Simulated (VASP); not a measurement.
# Ir (Fm-3m) in VASP: notebook

Runs on Ir. Level: PBE. Tasks: single point.

All numbers are computed with VASP 6.6.1; they aren't measurements. Logs are shortened: lines on timing, memory, paths and dates and some standing lists are left out, and cuts for length are marked.

## 1. The cell of the first run

The structure is cubic, space group Fm-3m (No. 225). Conventional cell: a = 3.873 Å, b = 3.873 Å, c = 3.873 Å, α = 90.00°, β = 90.00°, γ = 90.00°. Within 3.6 Å of Ir (site symmetry m-3m) lie 12 Ir at 2.74 Å.

## 2. Single point, PBE, non-collinear spin, zero start, spin-orbit coupling

INCAR

```
SYSTEM = Ir
PREC = Accurate
ENCUT = 500
EDIFF = 1E-6
ISMEAR = -1
SIGMA = 0.05
LREAL = .False.
LASPH = .True.
NELM = 200
ALGO = Normal
ISIF = 2
LWAVE = .False.
LCHARG = .True.
MAGMOM = 0 0 0
LORBIT = 11
LSORBIT = .True.
GGA_COMPAT = .False.
LORBMOM = .True.
LMAXMIX = 4
GGA = PE
LVHAR = .True.
NBANDS = 20
```

KPOINTS

```
Automatic mesh
0
Gamma
  18 18 18
  0 0 0
```

POSCAR

```
Ir
1.0
    0.0000000000      1.9365187172      1.9365187172
    1.9365187172      0.0000000000      1.9365187172
    1.9365187172      1.9365187172      0.0000000000
Ir
1
Direct
    0.0000000000      0.0000000000      0.0000000000
```

Potentials or basis: VASP PAW PBE potentials, release 64 (Ir).

On the command line:

```sh
cat potpaw_PBE.64/Ir/POTCAR > POTCAR
mpirun -np 1 vasp_ncl > vasp.out
```

OUTCAR:

```text
SYSTEM = Ir
   PREC = Accurate
   ENCUT = 500
   EDIFF = 1E-6
   ISMEAR = -1
   LREAL = .False.
   LASPH = .True.
   NELM = 200
   ISIF = 2
   LORBIT = 11
   LSORBIT = .True.
   GGA = PE

 ion  position               nearest neighbor table
   1  0.000  0.000  0.000-

  LATTYP: Found a face centered cubic cell.
 ALAT       =     3.8730374344

  Lattice vectors:

 A1 = (   0.0000000000,   1.9365187172,   1.9365187172)
 A2 = (   1.9365187172,   0.0000000000,   1.9365187172)
 A3 = (   1.9365187172,   1.9365187172,   0.0000000000)

Analysis of symmetry for initial positions (statically):
=====================================================================
 Subroutine PRICEL returns:
 Original cell was already a primitive cell.

 Routine SETGRP: Setting up the symmetry group for a
 face centered cubic supercell.

 Subroutine GETGRP returns: Found 48 space group operations
 (whereof 48 operations were pure point group operations)
 out of a pool of 48 trial point group operations.

The static configuration has the point symmetry O_h .

Analysis of symmetry for dynamics (positions and initial velocities):
=====================================================================
 Subroutine PRICEL returns:
 Original cell was already a primitive cell.

 Routine SETGRP: Setting up the symmetry group for a
 face centered cubic supercell.

 Subroutine GETGRP returns: Found 48 space group operations
 (whereof 48 operations were pure point group operations)
 out of a pool of 48 trial point group operations.

The dynamic configuration has the point symmetry O_h .

Analysis of structural, dynamic, and magnetic symmetry:
=====================================================================
 Subroutine PRICEL returns:
 Original cell was already a primitive cell.

 Routine SETGRP: Setting up the symmetry group for a
 face centered cubic supercell.

 Subroutine GETGRP returns: Found 48 space group operations
 (whereof 48 operations were pure point group operations)
 out of a pool of 48 trial point group operations.

The overall configuration has the point symmetry O_h .

 Subroutine INISYM returns: Found 48 space group operations
 (whereof 48 operations are pure point group operations),
 and found     1 'primitive' translations

----------------------------------------------------------------------------------------

                                     Primitive cell

  volume of cell :      14.5243

  direct lattice vectors                    reciprocal lattice vectors
     0.000000000  1.936518717  1.936518717    -0.258195284  0.258195284  0.258195284
     1.936518717  0.000000000  1.936518717     0.258195284 -0.258195284  0.258195284
     1.936518717  1.936518717  0.000000000     0.258195284  0.258195284 -0.258195284

  length of vectors
     2.738651034  2.738651034  2.738651034     0.447207350  0.447207350  0.447207350

  position of ions in fractional coordinates (direct lattice)
     0.000000000  0.000000000  0.000000000

  ion indices of the primitive-cell ions
   primitive index   ion index
                 1           1

----------------------------------------------------------------------------------------

 KPOINTS: Automatic mesh

Automatic generation of k-mesh.
 Grid dimensions read from file:
 generate k-points for:   18   18   18

 Generating k-lattice:

  Cartesian coordinates                     Fractional coordinates (reciprocal lattice)
    -0.014344182  0.014344182  0.014344182     0.055555556  0.000000000  0.000000000
     0.014344182 -0.014344182  0.014344182     0.000000000  0.055555556  0.000000000
     0.014344182  0.014344182 -0.014344182     0.000000000  0.000000000  0.055555556

  Length of vectors
     0.024844853  0.024844853  0.024844853

  Shift w.r.t. Gamma in fractional coordinates (k-lattice)
     0.000000000  0.000000000  0.000000000
[... 45 lines left out ...]
   ISPIN  =      1    spin polarized calculation?
   LNONCOLLINEAR =      T non collinear calculations
   LSORBIT =      T    spin-orbit coupling
   LASPH  =      T    aspherical Exc in radial PAW
   ENCUT  =  500.0 eV  36.75 Ry    6.06 a.u.   4.99  4.99  4.99*2*pi/ulx,y,z
   NELM   =    200;   NELMIN=  2; NELMDL= -5     # of ELM steps
   EDIFF  = 0.1E-05   stopping-criterion for ELM
   LREAL  =      F    real-space projection
   EDIFFG = 0.1E-04   stopping-criterion for IOM
   NSW    =      0    number of steps for IOM
   IBRION =     -1    ionic relax: 0-MD 1-quasi-New 2-CG
   NFREE  =      0    steps in history (QN), initial steepest desc. (CG)
   ISIF   =      2    stress and relaxation
   ISYM   =      2    0-nonsym 1-usesym 2-fastsym
   POTIM  = 0.5000    time-step for ionic-motion
   TEBEG  =    0.0;   TEEND  =   0.0 temperature during run
   PSTRESS=    0.0 pullay stress
   NELECT =       9.0000    total number of electrons
   NUPDOWN=      -1.0000    fix difference up-down
   EMIN   =  10.00;   EMAX   =-10.00  energy-range for DOS
   EFERMI =   0.00;   METHOD = LEGACY
   ISMEAR =    -1;   SIGMA  =   0.05  broadening in eV -4-tet -1-fermi 0-gaus
   EFERMI_NEDOS =   21; number of points for ismear=-14 and -15
   IALGO  =     38    algorithm
   IMIX   =      4    mixing-type and parameters
     AMIX     =   0.40;   BMIX     =  1.00
     AMIX_MAG =   1.60;   BMIX_MAG =  1.00
  volume/ion in A,a.u.               =      14.52        98.01
  Fermi-wavevector in a.u.,A,eV,Ry     =   1.395695  2.637482 26.503680  1.947966
  Thomas-Fermi vector in A             =   2.519122
   LORBIT       =     11    0 simple, 1 ext, 2 COOP (PROOUT), +10 PAW based schemes
   GGA     = PE    functional components
   LHFCALC =     F    Hartree Fock is set to
   AEXX    =    0.0000 exact exchange contribution
   IVDW    =     0    specifies the selected vdW correction
   LEPSILON=     F    determine dielectric tensor
   LRPA    =     F    only Hartree local field effects (RPA)
  energy-cutoff  :      500.00
  volume of cell :       14.52
 maximum number of plane-waves:       760
   NGX =  9   NGY =  9   NGZ =  9

 number of electron       9.0000000 magnetization       0.0000000      0.0000000      0.0000000

 number of electron       9.0000000 magnetization      -0.0000000     -0.0000000      0.0000000

 number of electron       9.0000000 magnetization       0.0000000      0.0000000     -0.0000000

 Free energy of the ion-electron system (eV)
  ---------------------------------------------------
  ext. energy  EPLUGINS =         0.00000000
  ---------------------------------------------------
  free energy    TOTEN  =        -9.24203332 eV

  energy without entropy =       -9.23297770  energy(sigma->0) =       -9.23750551

 E-fermi :  10.0329     XC(G=0): -13.8310

 val. band max:       10.0285600229   @ k =   0.5000   0.4444   0.0000
 cond. band min:      10.0370567842   @ k =  -0.2778   0.0556   0.0000
 fundamental gap:      0.0084967613
 Fermi energy:        10.0328934610

 k-point     1 :       0.0000    0.0000    0.0000
  band No.  band energies     occupation
      1      -0.8791      1.00000
      2      -0.8791      1.00000
      3       5.8658      1.00000
      4       5.8658      1.00000
      5       5.8658      1.00000
      6       5.8658      1.00000
[... 541 lines left out ...]
     19      33.0147      0.00000
     20      33.0147      0.00000

 [... further k-points ...]

------------------------ aborting loop because EDIFF is reached ----------------------------------------

  FORCE on cell =-STRESS in cart. coord.  units (eV):
  Direction    XX          YY          ZZ          XY          YZ          ZX
  --------------------------------------------------------------------------------------
  -------------------------------------------------------------------------------------
  Total        0.0893935      0.0893935      0.0893935      0.0000000      0.0000000      0.0000000
  in kB        9.8610096      9.8610096      9.8610096      0.0000000      0.0000000      0.0000000
  external PRESSURE =       9.8610096 kB  Pullay stress =       0.0000000 kB

 VOLUME and BASIS-vectors are now :
 -----------------------------------------------------------------------------
  energy-cutoff  :      500.00
  volume of cell :       14.52
      direct lattice vectors                 reciprocal lattice vectors
     0.000000000  1.936518717  1.936518717    -0.258195284  0.258195284  0.258195284
     1.936518717  0.000000000  1.936518717     0.258195284 -0.258195284  0.258195284
     1.936518717  1.936518717  0.000000000     0.258195284  0.258195284 -0.258195284

 POSITION                                       TOTAL-FORCE (eV/Angst)
 -----------------------------------------------------------------------------------
      0.00000      0.00000      0.00000        -0.000000      0.000000      0.000000
 -----------------------------------------------------------------------------------
    total drift:                               -0.000000      0.000000      0.000000

  FREE ENERGIE OF THE ION-ELECTRON SYSTEM (eV)
  ---------------------------------------------------
  free  energy   TOTEN  =        -9.2420333178 eV

  energy  without entropy=       -9.2329776970  energy(sigma->0) =       -9.23750551

 orbital moment (x)

 # of ion     p       d       tot
 ----------------------------------------
  1        -0.000  -0.000  -0.000
 ----------------------------------------
           -0.000  -0.000  -0.000

 orbital moment (y)

 # of ion     p       d       tot
 ----------------------------------------
  1        -0.000   0.000   0.000
 ----------------------------------------
           -0.000   0.000   0.000

 orbital moment (z)

 # of ion     p       d       tot
 ----------------------------------------
  1         0.000   0.000   0.000
 ----------------------------------------
            0.000   0.000   0.000

 Spin-Orbit-Coupling matrix elements

 Ion:    1  E_soc:     -0.7777176
 l=   1
     0.0000000    -0.0376287    -0.0376287
    -0.0376287     0.0000000    -0.0376287
    -0.0376287    -0.0376287     0.0000000
 l=   2
     0.0000000    -0.0159101     0.0000000    -0.0159101    -0.0760808
    -0.0159101     0.0000000    -0.0570606    -0.0159101    -0.0190202
     0.0000000    -0.0570606     0.0000000    -0.0570606     0.0000000
    -0.0159101    -0.0159101    -0.0570606     0.0000000    -0.0190202
    -0.0760808    -0.0190202     0.0000000    -0.0190202     0.0000000
 l=   3
     0.0000000     0.0000000     0.0000000     0.0000000     0.0000000     0.0000000     0.0000000
     0.0000000     0.0000000     0.0000000     0.0000000     0.0000000     0.0000000     0.0000000
     0.0000000     0.0000000     0.0000000     0.0000000     0.0000000     0.0000000     0.0000000
     0.0000000     0.0000000     0.0000000     0.0000000     0.0000000     0.0000000     0.0000000
     0.0000000     0.0000000     0.0000000     0.0000000     0.0000000     0.0000000     0.0000000
     0.0000000     0.0000000     0.0000000     0.0000000     0.0000000     0.0000000     0.0000000
     0.0000000     0.0000000     0.0000000     0.0000000     0.0000000     0.0000000     0.0000000

 total charge

# of ion       s       p       d       tot
------------------------------------------
    1        0.659   0.719   6.937   8.315

 magnetization (x)

# of ion       s       p       d       tot
------------------------------------------
    1        0.000   0.000   0.000   0.000

 magnetization (y)

# of ion       s       p       d       tot
------------------------------------------
    1       -0.000   0.000  -0.000  -0.000

 magnetization (z)

# of ion       s       p       d       tot
------------------------------------------
    1        0.000   0.000   0.000   0.000
```

Wall time 2.2 min (1 thread of Intel Xeon 8259CL, shared host); peak memory 0.22 GiB.

What came out:

```
Free energy                                           : -9.2420 eV
Pressure                                              : 1.0 GPa
Net moment                                            : 0.00 μB per cell
Valence electrons inside the program's atomic spheres : Ir 8.31
```

Moments on the atoms (μB; x, y, z):
```
Ir  0.00 0.00 0.00
```

## 3. Single point, PBE, non-collinear spin, zero start, spin-orbit coupling

INCAR

```
ALGO = Normal ; EDIFF = 1E-6
ENCUT = 500 ; GGA = PE
GGA_COMPAT = False ; ISIF = 2
ISMEAR = -1 ; LASPH = True
LCHARG = False ; LMAXMIX = 4
LORBIT = 11 ; LORBMOM = True
LREAL = False ; LSORBIT = True
LWAVE = False ; MAGMOM = 0 0 0
NBANDS = 20 ; NELM = 200
PREC = Accurate ; SIGMA = 0.05
```

KPOINTS

```
k-points
0
Gamma
  18 18 18
```

POSCAR

```
Ir
1.0
    0.0000000000      1.9367401268      1.9367401268
    1.9367401268      0.0000000000      1.9367401268
    1.9367401268      1.9367401268      0.0000000000
Ir
1
Direct
    0.0000000000      0.0000000000      0.0000000000
```

Potentials or basis: VASP PAW PBE potentials, release 64 (Ir).

On the command line:

```sh
cat potpaw_PBE.64/Ir/POTCAR > POTCAR
mpirun -np 1 vasp_ncl > vasp.out
```

It took 98 s on 1 thread of Intel Xeon 8259CL, shared host; peak memory 0.22 GiB.

Results (log left out):

* Free energy: -9.2421 eV
* Pressure: 0.9 GPa
* Net moment: 0.00 μB per cell
* Valence electrons inside the program's atomic spheres: Ir 8.31

Moments on the atoms (μB; x, y, z):
```
Ir  0.00 0.00 0.00
```
